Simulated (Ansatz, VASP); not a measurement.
# Al2Ni: VASP beside Ansatz

```
Al Ni
1.0
     2.80922    0.00000    0.00000
    -1.40461    2.43286    0.00000
     0.00000    0.00000    6.09608
Al Ni
2 1
Direct
  0.33333 0.66667 0.69229
  0.66667 0.33333 0.30771
  0.00000 0.00000 0.00000
```

Alike in both runs: functional PBE; k mesh 18 × 18 × 8; occupations gaussian, width 0.1 eV; no spin polarisation.

Ansatz relaxed the structure, and its values are those at the end. VASP's run is a single point on that final structure, the one shown.

|  | VASP | Ansatz |
| --- | --- | --- |
| version | VASP 6.6.1 | Ansatz 0.2.0 |
| potentials or method | VASP PAW PBE potentials, release 64 (Al, Ni), cutoff 520 eV | scalar-relativistic, plane waves, PAW |
| valence electrons in the cell | 16 | 24 |

```csv
,VASP,Ansatz,Ansatz less VASP
gap on the k mesh at the Fermi level (eV),none,none,-
pressure (GPa),0.1,0.0,-0.10
```

A gap of «none» marks a metal or a gap that the smearing closes. VASP's potentials hold 16 valence electrons a cell and Ansatz's 24, so a difference there can come from the potentials and not from the codes.
